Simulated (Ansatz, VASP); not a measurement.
# FePt: VASP beside Ansatz

```
Fe Pt
1.0
     2.68663    0.00000    0.00000
     0.00000    2.68663    0.00000
     0.00000    0.00000    3.71811
Fe Pt
1 1
Direct
  0.00000 0.00000 0.00000
  0.50000 0.50000 0.50000
```

Alike in both runs: functional PBEsol; k mesh 16 × 16 × 12; occupations gaussian, width 0.1 eV; collinear spin.

Ansatz relaxed the structure, and its values are those at the end. VASP's run is a single point on that final structure, the one shown.

```csv
,VASP,Ansatz
version,VASP 6.6.1,Ansatz 0.2.0
potentials or method,"VASP PAW PBE potentials, release 64 (Fe, Pt), cutoff 520 eV","scalar-relativistic, plane waves, PAW"
valence electrons in the cell,18,34
```

|  | VASP | Ansatz | Ansatz less VASP |
| --- | --- | --- | --- |
| gap on the k mesh at the Fermi level (eV) | none | none | - |
| pressure (GPa) | -0.3 | 0.0 | +0.30 |
| net moment per atom (μB) | 1.60 | 1.60 | +0.002 |
| size of the moment on the site where the two differ most (μB) | 0.32 | 0.38 | +0.056 |

VASP's potentials were made for PBE, not for PBEsol. Site moments also hang on the region over which each program counts them. A gap of «none» marks a metal or a gap that the smearing closes. VASP's potentials hold 18 valence electrons a cell and Ansatz's 34, so a difference there can come from the potentials and not from the codes.

Neither program's run includes spin-orbit coupling.
